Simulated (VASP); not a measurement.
Runs of VASP 6.6.1 on PbSe. The structure is that of space group Fm-3m (No. 225), or close to it. The cells are those of the table. 

```tsv
cell	gap on the mesh (eV)	pressure (GPa)
a = 4.218, b = 4.218, c = 4.149 Å, angles 60.5, 60.5, 58.9°, 2 atoms	(c)	6.6
a = 4.511, b = 4.511, c = 4.401 Å, angles 60.8, 60.8, 58.4°, 2 atoms	0.53	-2.5
a = 4.230, b = 4.230, c = 4.127 Å, angles 60.8, 60.8, 58.4°, 2 atoms	0.15	6.8
a = 4.267, b = 4.267, c = 4.163 Å, angles 60.8, 60.8, 58.4°, 2 atoms	0.03	4.9
a = 4.242, b = 4.242, c = 4.208 Å, angles 60.3, 60.3, 59.5°, 2 atoms	0.03	4.6
a = 4.460, b = 4.460, c = 4.496 Å, angles 59.7, 59.7, 60.5°, 2 atoms	(a)	(b)
a = 4.464, b = 4.464, c = 4.392 Å, angles 60.5, 60.5, 58.9°, 2 atoms	0.49	-2.7
a = 4.220, b = 4.220, c = 4.253 Å, angles 59.7, 59.7, 60.5°, 2 atoms	0.03	4.6
```

Alike in all rows: task single point; level PBE+D3(BJ); potentials or basis VASP PAW PBE potentials, release 64 (Pb_d, Se); no spin polarisation; k mesh 10 × 10 × 10; cutoff (eV) 520; smearing gaussian 0.03 eV.

Question: Estimate the missing entries.

Answer: (a) 0.57; (b) -2.6; (c) 0.10.

Caveats: spin-orbit coupling is left out, which moves the levels of the heavy elements; the cell stands under pressure (at least some runs); the stress differs along the axes, from 3 to 9 GPa (at least some runs); the stress differs along the axes, from 1 to 10 GPa (at least some runs); the stress differs along the axes, from -0 to 7 GPa (at least some runs).

A k mesh can miss the band edges, and the runs leave out spin-orbit coupling on Pb, Se.
